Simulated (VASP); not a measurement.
# MgSiS3 in VASP: single point with PBEsol

Aim: the single point of MgSiS3 with PBEsol.

Everything below comes from runs of VASP 6.6.1. Logs are shortened: lines on timing, memory, paths and dates and some standing lists are left out, and cuts for length are marked.

### 1 The cell of the first run

The typed cell holds 20 atoms: a = 6.229 Å, b = 6.140 Å, c = 8.830 Å, α = 90.00°, β = 90.00°, γ = 90.00°.

### 2 Single point, PBEsol

INCAR reads:

```
SYSTEM = MgSiS3
PREC = Accurate
ENCUT = 520
EDIFF = 1E-6
ISMEAR = -1
SIGMA = 0.05
LREAL = Auto
LASPH = .True.
NELM = 100
ALGO = Normal
ISIF = 2
LWAVE = .False.
LCHARG = .True.
GGA = PS
LELF = .True.
LVHAR = .True.
NBANDS = 64
```

KPOINTS reads:

```
Automatic mesh
0
Gamma
  4 4 2
  0 0 0
```

POSCAR reads:

```
MgSiS3
1.0
    4.4046766904      4.4046891309     -0.0000105369
   -4.3415820804      4.3419422356     -0.0006858285
   -0.0005099915      0.0006083105      8.8299690435
Mg Si S
4 4 12
Direct
    0.0468325021     -0.0069284064     -0.0294532387
   -0.0525838188      0.0040652789      0.4705349017
    0.5468264977      0.5040583012     -0.0294597305
    0.4473940073      0.4930535175      0.4705797331
    0.5084567723     -0.0035132180      0.2411520325
    0.4857958656      0.0005714337      0.7411424715
    1.0084342319      0.5006185745      0.2411744838
    0.9857947380      0.4965260959      0.7411977774
    0.4318862719      0.1152775043      0.0031142843
    0.3512124609      0.6604495662      0.2043452260
    0.2341216079      0.1991185267      0.3262814158
    0.5623765611     -0.1181682636      0.5031047163
    0.2601372091      0.6991122127      0.8262787635
    0.1430320645      0.1604384046      0.7043274233
    0.9318599012      0.3818403311      0.0031192553
    0.7340967081      0.2980203602      0.3262540086
    0.8512204637      0.8366931585      0.2043221996
    1.0623586509      0.6152773700      0.5031288493
    0.6430279534      0.3366390451      0.7043133714
    0.7601455564      0.7979985637      0.8262446091
```

Potentials or basis: VASP PAW PBE potentials, release 64 (Mg, Si, S).

The run is started by

```sh
cat potpaw_PBE.64/Mg/POTCAR potpaw_PBE.64/Si/POTCAR potpaw_PBE.64/S/POTCAR > POTCAR
mpirun -np 1 vasp_std > vasp.out
```

OUTCAR:

```text
SYSTEM = MgSiS3
   PREC = Accurate
   ENCUT = 520
   EDIFF = 1E-6
   ISMEAR = -1
   LREAL = Auto
   LASPH = .True.
   NELM = 100
   ISIF = 2
   GGA = PS

 ion  position               nearest neighbor table
   1  0.047  0.993  0.971-  20 2.50  15 2.51   9 2.53  13 2.58  17 2.58  14 2.63
   2  0.947  0.004  0.471-  11 2.50  18 2.51  12 2.53  16 2.58  14 2.58  17 2.63   5 3.40
   3  0.547  0.504  0.971-  13 2.50   9 2.51  15 2.53  20 2.58  10 2.58  19 2.63   8 3.40
   4  0.447  0.493  0.471-  16 2.50  12 2.51  18 2.53  11 2.58  19 2.58  10 2.63
   5  0.508  0.996  0.241-  11 2.24   9 2.28  10 2.31  17 2.37  12 2.44  16 2.44   2 3.40
   6  0.486  0.001  0.741-  20 2.24  12 2.28  19 2.31  14 2.37   9 2.44  13 2.44
   7  0.008  0.501  0.241-  16 2.24  15 2.28  17 2.31  10 2.37  18 2.44  11 2.44
   8  0.986  0.497  0.741-  13 2.24  18 2.28  14 2.31  19 2.37  15 2.44  20 2.44   3 3.40
   9  0.432  0.115  0.003-   5 2.28   6 2.44   3 2.51   1 2.53
  10  0.351  0.660  0.204-   5 2.31   7 2.37   3 2.58   4 2.63
  11  0.234  0.199  0.326-   5 2.24   7 2.44   2 2.50   4 2.58
  12  0.562  0.882  0.503-   6 2.28   5 2.44   4 2.51   2 2.53
  13  0.260  0.699  0.826-   8 2.24   6 2.44   3 2.50   1 2.58
  14  0.143  0.160  0.704-   8 2.31   6 2.37   2 2.58   1 2.63
  15  0.932  0.382  0.003-   7 2.28   8 2.44   1 2.51   3 2.53
  16  0.734  0.298  0.326-   7 2.24   5 2.44   4 2.50   2 2.58
  17  0.851  0.837  0.204-   7 2.31   5 2.37   1 2.58   2 2.63
  18  0.062  0.615  0.503-   8 2.28   7 2.44   2 2.51   4 2.53
  19  0.643  0.337  0.704-   6 2.31   8 2.37   4 2.58   3 2.63
  20  0.760  0.798  0.826-   6 2.24   8 2.44   1 2.50   3 2.58

  LATTYP: Found a simple monoclinic cell.
 ALAT       =     6.2291623102
 B/A-ratio  =     1.4175211111
 C/A-ratio  =     2.2297540763
 COS(beta)  =    -0.8969788627

  Lattice vectors:

 A1 = (   4.4046766904,   4.4046891309,  -0.0000105369)
 A2 = (  -0.0005099915,   0.0006083105,   8.8299690435)
 A3 = (  -4.4677713004, -13.1513204974,   0.0007069023)

Analysis of symmetry for initial positions (statically):
=====================================================================
 Subroutine PRICEL returns:
 Original cell was already a primitive cell.

 Routine SETGRP: Setting up the symmetry group for a
 simple monoclinic supercell.

 Subroutine GETGRP returns: Found  1 space group operations
 (whereof  1 operations were pure point group operations)
 out of a pool of  4 trial point group operations.

The static configuration has the point symmetry C_1 .

Analysis of symmetry for dynamics (positions and initial velocities):
=====================================================================
 Subroutine PRICEL returns:
 Original cell was already a primitive cell.

 Routine SETGRP: Setting up the symmetry group for a
 simple monoclinic supercell.

 Subroutine GETGRP returns: Found  1 space group operations
 (whereof  1 operations were pure point group operations)
 out of a pool of  4 trial point group operations.

The dynamic configuration has the point symmetry C_1 .

 Subroutine INISYM returns: Found  1 space group operations
 (whereof  1 operations are pure point group operations),
 and found     1 'primitive' translations

----------------------------------------------------------------------------------------

                                     Primitive cell

  volume of cell :     337.7302

  direct lattice vectors                    reciprocal lattice vectors
     4.404676690  4.404689131 -0.000010537     0.113520258  0.113510841 -0.000001263
    -4.341582080  4.341942236 -0.000685829    -0.115160776  0.115160451 -0.000014585
    -0.000509991  0.000608310  8.829969044    -0.000008809  0.000009080  0.113250679

  length of vectors
     6.229162310  6.140178972  8.829969079     0.160535229  0.162861703  0.113250680

  position of ions in fractional coordinates (direct lattice)
     0.046832502  0.993071594  0.970546761
     0.947416181  0.004065279  0.470534902
     0.546826498  0.504058301  0.970540269
     0.447394007  0.493053518  0.470579733
     0.508456772  0.996486782  0.241152032
     0.485795866  0.000571434  0.741142471
[... 12 lines left out ...]
     0.643027953  0.336639045  0.704313371
     0.760145556  0.797998564  0.826244609

  ion indices of the primitive-cell ions
   primitive index   ion index
                 1           1
                 2           2
                 3           3
                 4           4
                 5           5
                 6           6
[... 12 lines left out ...]
                19          19
                20          20

----------------------------------------------------------------------------------------

 KPOINTS: Automatic mesh

Automatic generation of k-mesh.
 Grid dimensions read from file:
 generate k-points for:    4    4    2

 Generating k-lattice:

  Cartesian coordinates                     Fractional coordinates (reciprocal lattice)
     0.028380064  0.028377710 -0.000000316     0.250000000  0.000000000  0.000000000
    -0.028790194  0.028790113 -0.000003646     0.000000000  0.250000000  0.000000000
    -0.000004405  0.000004540  0.056625340     0.000000000  0.000000000  0.500000000

  Length of vectors
     0.040133807  0.040715426  0.056625340

  Shift w.r.t. Gamma in fractional coordinates (k-lattice)
     0.000000000  0.000000000  0.000000000

 Subroutine IBZKPT returns following result:
 ===========================================

 Found     20 irreducible k-points:

 Following reciprocal coordinates:
            Coordinates               Weight
  0.000000  0.000000  0.000000      1.000000
  0.250000  0.000000  0.000000      2.000000
  0.500000  0.000000  0.000000      1.000000
 -0.000000  0.250000  0.000000      2.000000
  0.250000  0.250000  0.000000      2.000000
  0.500000  0.250000  0.000000      2.000000
[... 12 lines left out ...]
  0.250000  0.500000  0.500000      2.000000
  0.500000  0.500000  0.500000      1.000000
   k-points           NKPTS =     20   k-points in BZ     NKDIM =     20   number of bands    NBANDS=     64
   number of dos      NEDOS =    301   number of ions     NIONS =     20
   total plane-waves  NPLWV = 161280
   dimension x,y,z NGX =    48 NGY =   48 NGZ =   70
   dimension x,y,z NGXF=    96 NGYF=   96 NGZF=  140
   ions per type =               4   4  12
   NGX,Y,Z   is equivalent  to a cutoff of  12.81, 13.00, 13.18 a.u.
   NGXF,Y,Z  is equivalent  to a cutoff of  25.62, 25.99, 26.36 a.u.
 SYSTEM =  MgSiS3
   PREC   = accura    normal or accurate (medium, high low for compatibility)
   ISTART =      0    job   : 0-new  1-cont  2-samecut
   ICHARG =      2    charge: 1-file 2-atom 10-const
   ISPIN  =      1    spin polarized calculation?
   LNONCOLLINEAR =      F non collinear calculations
   LSORBIT =      F    spin-orbit coupling
   LASPH  =      T    aspherical Exc in radial PAW
   ENCUT  =  520.0 eV  38.22 Ry    6.18 a.u.  11.58 11.42 16.42*2*pi/ulx,y,z
   NELM   =    100;   NELMIN=  2; NELMDL= -5     # of ELM steps
   EDIFF  = 0.1E-05   stopping-criterion for ELM
   LREAL  =      T    real-space projection
   EDIFFG = 0.1E-04   stopping-criterion for IOM
   NSW    =      0    number of steps for IOM
   IBRION =     -1    ionic relax: 0-MD 1-quasi-New 2-CG
   NFREE  =      0    steps in history (QN), initial steepest desc. (CG)
   ISIF   =      2    stress and relaxation
   ISYM   =      2    0-nonsym 1-usesym 2-fastsym
   POTIM  = 0.5000    time-step for ionic-motion
   TEBEG  =    0.0;   TEEND  =   0.0 temperature during run
   PSTRESS=    0.0 pullay stress
   NELECT =      96.0000    total number of electrons
   NUPDOWN=      -1.0000    fix difference up-down
   EMIN   =  10.00;   EMAX   =-10.00  energy-range for DOS
   EFERMI =   0.00;   METHOD = LEGACY
   ISMEAR =    -1;   SIGMA  =   0.05  broadening in eV -4-tet -1-fermi 0-gaus
   EFERMI_NEDOS =   21; number of points for ismear=-14 and -15
   IALGO  =     38    algorithm
   IMIX   =      4    mixing-type and parameters
     AMIX     =   0.40;   BMIX     =  1.00
     AMIX_MAG =   1.60;   BMIX_MAG =  1.00
  volume/ion in A,a.u.               =      16.89       113.96
  Fermi-wavevector in a.u.,A,eV,Ry     =   1.076404  2.034109 15.764329  1.158645
  Thomas-Fermi vector in A             =   2.212287
   LORBIT       =      0    0 simple, 1 ext, 2 COOP (PROOUT), +10 PAW based schemes
   GGA     = PS    functional components
   LHFCALC =     F    Hartree Fock is set to
   AEXX    =    0.0000 exact exchange contribution
   IVDW    =     0    specifies the selected vdW correction
   LEPSILON=     F    determine dielectric tensor
   LRPA    =     F    only Hartree local field effects (RPA)
 non-spin polarized calculation
  energy-cutoff  :      520.00
  volume of cell :      337.73
 maximum number of plane-waves:      9126
 NGX is ok and might be reduce to    48
   NGX = 23   NGY = 23   NGZ = 33

 number of electron      96.0000005 magnetization

 Free energy of the ion-electron system (eV)
  ---------------------------------------------------
  ext. energy  EPLUGINS =         0.00000000
  ---------------------------------------------------
  free energy    TOTEN  =       -98.29864371 eV

  energy without entropy =      -98.29864344  energy(sigma->0) =      -98.29864357

 E-fermi :   6.0761     XC(G=0): -10.3154

 val. band max:        5.3097168903   @ k =   0.0000   0.0000   0.0000
 cond. band min:       6.7544123897   @ k =   0.5000   0.0000   0.0000
 fundamental gap:      1.4446954994
 Fermi energy:         6.0761266593

 k-point     1 :       0.0000    0.0000    0.0000
  band No.  band energies     occupation
      1      -9.3032      2.00000
      2      -8.4360      2.00000
      3      -7.3732      2.00000
      4      -7.2857      2.00000
      5      -7.0830      2.00000
      6      -7.0302      2.00000
[... 52 lines left out ...]
     59      10.6991      0.00000
     60      10.7291      0.00000

 k-point     2 :       0.2500    0.0000    0.0000
  band No.  band energies     occupation
      1      -9.1347      2.00000
      2      -8.2618      2.00000
      3      -7.9558      2.00000
      4      -7.2019      2.00000
      5      -7.0757      2.00000
      6      -6.9234      2.00000
[... 1130 lines left out ...]
      3      -8.0309      2.00000
      4      -8.0304      2.00000
      5      -7.2269      2.00000
      6      -7.2267      2.00000
[... 52 lines left out ...]
     59      10.2755      0.00000
     60      10.2756      0.00000
 [bands above 60 left out]

------------------------ aborting loop because EDIFF is reached ----------------------------------------

  FORCE on cell =-STRESS in cart. coord.  units (eV):
  Direction    XX          YY          ZZ          XY          YZ          ZX
  --------------------------------------------------------------------------------------
  -------------------------------------------------------------------------------------
  Total       -0.2079164     -0.2076382     -0.1810625      0.0149615      0.0015194      0.0003647
  in kB       -0.9863465     -0.9850267     -0.8589526      0.0709769      0.0072081      0.0017301
  external PRESSURE =      -0.9434419 kB  Pullay stress =       0.0000000 kB

 VOLUME and BASIS-vectors are now :
 -----------------------------------------------------------------------------
  energy-cutoff  :      520.00
  volume of cell :      337.73
      direct lattice vectors                 reciprocal lattice vectors
     4.404676690  4.404689131 -0.000010537     0.113520258  0.113510841 -0.000001263
    -4.341582080  4.341942236 -0.000685829    -0.115160776  0.115160451 -0.000014585
    -0.000509991  0.000608310  8.829969044    -0.000008809  0.000009080  0.113250679

 POSITION                                       TOTAL-FORCE (eV/Angst)
 -----------------------------------------------------------------------------------
     -4.10571      4.51873      8.56922         0.000774     -0.002301     -0.001428
      4.15517      4.19101      4.15480        -0.002196      0.001107     -0.000649
      0.21969      4.59778      8.56949        -0.002116      0.001240     -0.001074
     -0.17025      4.11173      4.15486         0.000603     -0.001875     -0.001643
     -2.08686      6.56643      2.12868        -0.006783     -0.000347     -0.005920
      2.13691      2.14271      6.54426         0.005360      0.004961     -0.003237
[... 12 lines left out ...]
      1.37042      4.29443      6.21883        -0.006120     -0.001384     -0.000217
     -0.11680      6.81357      7.29516        -0.003293      0.001979      0.007421
 -----------------------------------------------------------------------------------
    total drift:                                0.007771      0.010490      0.005944

  FREE ENERGIE OF THE ION-ELECTRON SYSTEM (eV)
  ---------------------------------------------------
  free  energy   TOTEN  =       -98.2986437095 eV

  energy  without entropy=      -98.2986434405  energy(sigma->0) =      -98.29864357
```

Wall time 9.5 min (1 thread of Intel Xeon Platinum 8259CL at 2.50GHz (Skylake/Cascade Lake), shared host); peak memory 0.53 GiB.

Results:

```yaml
Free_energy: -98.2986 eV
Pressure: -0.1 GPa
Largest_force: 0.011 eV/Å
Band_gap_on_the_k_mesh: 1.44 eV (least direct gap 1.59 eV)
```

Forces on the atoms (eV/Å):
```
Mg   0.001 -0.002 -0.001
Mg  -0.002  0.001 -0.001
Mg  -0.002  0.001 -0.001
Mg   0.001 -0.002 -0.002
Si  -0.007  0.000 -0.006
Si   0.005  0.005 -0.003
Si   0.000 -0.004 -0.003
Si   0.004  0.005 -0.009
S   -0.005  0.005  0.001
S    0.007  0.000 -0.003
S    0.005 -0.005  0.005
S    0.004 -0.005  0.003
S    0.004 -0.004  0.007
S   -0.001 -0.007 -0.002
S    0.004 -0.005  0.002
S   -0.005  0.007  0.006
S    0.002  0.005 -0.001
S   -0.005  0.004  0.001
S   -0.006 -0.001  0.000
S   -0.003  0.002  0.007
```

Caveat: the PAW data sets were made with another functional, which shifts forces and pressure a little. A k mesh can miss the band edges.
